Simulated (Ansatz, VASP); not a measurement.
# One calculation of Zr2NbN3, two programs

```
Zr Nb N
1.0
     2.81987    1.62805    3.01242
    -2.81987    1.62805    3.01242
     0.00000   -3.25610    3.01242
Zr Nb N
2 1 3
Direct
  0.68598 0.68598 0.68598
  0.31402 0.31402 0.31402
  0.00000 0.00000 0.00000
  0.00000 0.50000 0.00000
  0.50000 0.00000 0.00000
  0.00000 0.00000 0.50000
```

Change from the starting cell: species swapped into the Zr2VCo3 type (R-3m, No. 166).

Alike in both runs: functional PBE; k mesh 6 × 6 × 6; occupations gaussian, width 0.1 eV; no spin polarisation.

Ansatz relaxed the structure, and its values are those at the end. VASP's run is a single point on that final structure, the one shown.

|  | VASP | Ansatz |
| --- | --- | --- |
| version | VASP 6.6.1 | Ansatz 0.2.0 |
| potentials or method | VASP PAW PBE potentials, release 64 (Zr_sv, Nb_sv, N), cutoff 520 eV | scalar-relativistic, plane waves, PAW |
| valence electrons in the cell | 52 | 52 |

```tsv
	VASP	Ansatz	Ansatz less VASP
gap on the k mesh at the Fermi level (eV)	none	none	-
pressure (GPa)	0.0	0.0	+0.03
rms of the force components (eV/Å)	0.008	0.000	-0.0079
```

A gap of «none» marks a metal or a gap that the smearing closes.
